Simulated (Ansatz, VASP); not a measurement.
**MgI2: VASP beside Ansatz**

Contents of INCAR:

```
SYSTEM = MgI2
PREC = Accurate ; ENCUT = 520
EDIFF = 1E-6 ; ISMEAR = -1
SIGMA = 0.02 ; LREAL = .FALSE.
LASPH = .TRUE. ; NELM = 60
ALGO = Normal ; ISIF = 2
LWAVE = .FALSE. ; LCHARG = .TRUE.
GGA = PE ; LELF = .TRUE.
LVHAR = .TRUE. ; NBANDS = 15
```

KPOINTS

```
Automatic mesh
0
G
  6 6 6
  0 0 0
```

POSCAR

```
MgI2
1.0
    0.0000000000      3.6175100672      3.7571231621
    3.6175100672      0.0000000000      3.7571231621
    3.6175100672      3.6175100672      0.0000000000
Mg I
1 2
Direct
    0.0000000000      0.0000000000      0.0000000000
    0.2500000000      0.2500000000      0.2500000000
    0.7500000000      0.7500000000      0.7500000000
```

Input for Ansatz:

```yaml
crystal:
  lattice:
    - [0.0, 3.6175100672, 3.7571231621]
    - [3.6175100672, 0.0, 3.7571231621]
    - [3.6175100672, 3.6175100672, 0.0]
  atoms:
    - { symbol: Mg, position: [0.0, 0.0, 0.0] }
    - { symbol: I, position: [0.25, 0.25, 0.25] }
    - { symbol: I, position: [0.75, 0.75, 0.75] }
kpoints:
  mp_grid: { grid: [6, 6, 6] }
  band_path:
    path:
      - [0.0, 0.0, 0.0]
      - [0.5, 0.0, 0.5]
      - [0.625, 0.25, 0.625]
      - [0.375, 0.375, 0.75]
      - [0.5, 0.5, 0.5]
      - [0.5, 0.25, 0.75]
      - [0.0, 0.5, 0.5]
    npoints: 1
hamiltonian:
  xc: pbe
scf:
  occupations: { method: fermi_dirac, width: 0.02 }
  n_extra_bands: 4
output:
  forces: true
  stress: true
  eigenvalues: true
```

Change from the starting cell: epitaxial_xy strain -3.7%.

Alike in both runs: task single point; functional PBE; k mesh 6 × 6 × 6; occupations fermi-dirac, width 0.02 eV; no spin polarisation.

|  | VASP | Ansatz |
| --- | --- | --- |
| version | VASP 6.6.1 | Ansatz 0.2.0 |
| potentials or method | VASP PAW PBE potentials, release 64 (Mg, I) | plane waves, PAW |
| plane-wave cutoff (eV) | 520 | 420 |
| valence electrons in the cell | 16 | 44 |

|  | VASP | Ansatz | Ansatz less VASP |
| --- | --- | --- | --- |
| pressure (GPa) | 2.9 | 2.9 | +0.05 |
| traceless stress, the component that is largest in VASP (GPa) | -2.60 | -2.59 | +0.001 |

VASP's potentials hold 16 valence electrons a cell and Ansatz's 44, so a difference there can come from the potentials and not from the codes.

Spin-orbit coupling is off throughout.
